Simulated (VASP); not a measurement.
Wanted: the native input for a VASP 6.6.1 run.

- Task: single point
- Functional: LDA
- Potentials or basis: VASP PAW LDA potentials, release 64 (K_sv, F)
- Cutoff: 520 eV
- k mesh: 9 × 9 × 9
- Occupations: fermi-dirac, width 0.05 eV
- Spin: no spin polarisation
- Dipole correction: no
- Further INCAR settings: ALGO = Normal; EDIFF = 1e-06; NBANDS = 15

The structure of KF lies in POSCAR:

```
KF
1.0
    0.0000000000      2.6357394923      2.6357394923
    2.6357394923      0.0000000000      2.6357394923
    2.6357394923      2.6357394923      0.0000000000
K F
1 1
Direct
    0.0000000000      0.0000000000      0.0000000000
    0.5000000000      0.5000000000      0.5000000000
```

The input as run:

INCAR

```
ALGO = Normal
EDIFF = 1E-6
ENCUT = 520
GGA = CA
ISIF = 2
ISMEAR = -1
LASPH = True
LCHARG = False
LREAL = False
LWAVE = False
NBANDS = 15
NELM = 60
PREC = Accurate
SIGMA = 0.05
```

KPOINTS

```
k-points
0
Gamma
  9 9 9
```

Potentials or basis: VASP PAW LDA potentials, release 64 (K_sv, F).

The run is started by

```sh
$ cat potpaw_LDA.64/K_sv/POTCAR potpaw_LDA.64/F/POTCAR > POTCAR
$ mpirun -np 1 vasp_std > vasp.out
```

It gave:

| Item | Value |
| --- | --- |
| Pressure | -2.2 GPa |
| Band gap on the k mesh | 6.00 eV |

Caveat: an odd mesh through Γ misses points on the zone boundary, where band edges can lie.

It took 18 s on 1 thread of Intel Xeon 8259CL, on a shared host, peak memory 0.15 GiB.
